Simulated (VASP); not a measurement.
Here is a VASP 6.6.1 calculation.

Contents of POSCAR:

```
CuO
1.0
    2.3418500000     -1.7113000000      0.0000000000
    2.3418500000      1.7113000000      0.0000000000
   -0.8500274268      0.0000000000      5.0578693947
Cu O
2 2
Direct
    0.5000000000      0.0000000000      0.5000000000
    0.0000000000      0.5000000000      0.0000000000
    0.4184000000      0.5816000000      0.7500000000
    0.5816000000      0.4184000000      0.2500000000
```

File INCAR.step1:

```
PREC     = Accurate       # precision mode
ENCUT    = 520            # plane-wave cutoff, eV
ISMEAR   = -1             # smearing method
SIGMA    = 0.05           # smearing width, eV
LREAL    = False          # projectors in reciprocal space
LASPH    = True           # aspherical terms in the spheres
NELM     = 80             # most SCF steps
NBANDS   = 25             # bands
GGA      = PE             # functional
ALGO     = Normal         # electronic algorithm
EDIFF    = 1E-4           # SCF threshold, eV
LWAVE    = True           # write WAVECAR
LCHARG   = False          # write CHGCAR
```

Contents of INCAR.step2:

```
PREC     = Accurate       # precision mode
ENCUT    = 520            # plane-wave cutoff, eV
EDIFF    = 1E-6           # SCF threshold, eV
ISMEAR   = -1             # smearing method
SIGMA    = 0.05           # smearing width, eV
LREAL    = False          # projectors in reciprocal space
LASPH    = True           # aspherical terms in the spheres
NELM     = 80             # most SCF steps
ALGO     = Normal         # electronic algorithm
ISIF     = 2              # what is computed and relaxed
LWAVE    = False          # write WAVECAR
LCHARG   = False          # write CHGCAR
METAGGA  = R2SCAN         # meta-GGA
LMIXTAU  = True         
NBANDS   = 25             # bands
ISTART   = 1
```

KPOINTS

```
regular mesh
0
Gamma
  10 10 5
```

Potentials or basis: VASP PAW PBE potentials, release 64 (Cu, O).

Run with:

```console
$ cat potpaw_PBE.64/Cu/POTCAR potpaw_PBE.64/O/POTCAR > POTCAR
$ cp INCAR.step1 INCAR
$ mpirun -np 1 vasp_std > vasp.out
$ cp INCAR.step2 INCAR
$ mpirun -np 1 vasp_std > vasp.out
```

**Question.** Predict the pressure.

**Answer.** -0.3 GPa.

**Question.** Predict the largest force.

**Answer.** 0.242 eV/Å.

Stress tensor (GPa, compression positive):
```
-0.63  0.00 -0.65
 0.00  1.16  0.00
-0.65  0.00 -1.43
```

Caveat: the PAW data sets were made with another functional, which shifts forces and pressure a little.
